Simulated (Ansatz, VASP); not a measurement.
# Cu3O2: VASP beside Ansatz

The input INCAR:

```
SYSTEM = Cu3O2
  ALGO = Normal
  EDIFF = 1E-6
  ENCUT = 520
  GGA = PS
  ISIF = 2
  ISMEAR = -1
  LASPH = .TRUE.
  LCHARG = .FALSE.
  LREAL = .FALSE.
  LWAVE = .FALSE.
  NBANDS = 30
  NELM = 100
  PREC = Accurate
  SIGMA = 0.05
```

The input KPOINTS:

```
k-points
0
G
  8 8 8
  0 0 0
```

The input POSCAR:

```
Cu3O2
1.0
   -2.0229820000      2.0229820000      3.7103531700
    2.0229820000     -2.0229820000      3.7103531700
    2.0229820000      2.0229820000     -3.7103531700
Cu O
3 2
Direct
    0.0000000000      0.0000000000      0.0000000000
    0.7500000000      0.2500000000      0.5000000000
    0.2500000000      0.7500000000      0.5000000000
    0.5000000000      0.0000000000      0.5000000000
    0.0000000000      0.5000000000      0.5000000000
```

File input.yaml:

```yaml
crystal:
  lattice:
    - [-2.022982, 2.022982, 3.71035317]
    - [2.022982, -2.022982, 3.71035317]
    - [2.022982, 2.022982, -3.71035317]
  atoms:
    - { symbol: Cu, position: [0.0, 0.0, 0.0] }
    - { symbol: Cu, position: [0.75, 0.25, 0.5] }
    - { symbol: Cu, position: [0.25, 0.75, 0.5] }
    - { symbol: O, position: [0.5, 0.0, 0.5] }
    - { symbol: O, position: [0.0, 0.5, 0.5] }
hamiltonian:
  xc: pbesol
  pseudopotentials: { kind: paw }
kpoints:
  mp_grid: { grid: [8, 8, 8] }
  band_path:
    path:
      - [[0.0, 0.0, 0.0], [0.5, -0.5, 0.0], [0.5, -0.5, 0.1486358399], [0.32431792, -0.32431792, 0.32431792], [0.0, 0.0, 0.0], [0.5, 0.5, -0.5], [0.67568208, 0.32431792, -0.32431792], [0.5, 0.0, 0.0], [0.75, -0.25, -0.25], [0.8513641601, 0.1486358399, -0.5], [0.5, 0.5, -0.5]]
      - [[0.5, -0.5, 0.0], [0.75, -0.25, -0.25]]
    npoints: 14
scf:
  occupations: { method: fermi_dirac, width: 0.05 }
  n_extra_bands: 12
output:
  forces: true
  stress: true
  eigenvalues: true
  fatbands: true
```

Alike in both runs: functional PBEsol; k mesh 8 × 8 × 8; occupations fermi-dirac, width 0.05 eV; no spin polarisation.

|  | VASP | Ansatz |
| --- | --- | --- |
| version | VASP 6.6.1 | Ansatz 0.2.0 |
| potentials or method | VASP PAW PBE potentials, release 64 (Cu, O) | Ansatz PAW |
| plane-wave cutoff (eV) | 520 | 420 |
| valence electrons in the cell | 45 | 69 |
| task | single point | band structure |

VASP gave:

```
gap on the k mesh at the Fermi level (eV)                     : none
pressure (GPa)                                                : -7.4
traceless stress, the component that is largest in VASP (GPa) : -4.65
```

Task: What did Ansatz give for the same quantities?

Result: gap on the k mesh at the Fermi level (eV): none; pressure (GPa): -8.1; traceless stress, the component that is largest in VASP (GPa): -5.31.

VASP's potentials were made for PBE, not for PBEsol. A gap of «none» marks a metal or a gap that the smearing closes. VASP's potentials hold 45 valence electrons a cell and Ansatz's 69, so a difference there can come from the potentials and not from the codes.
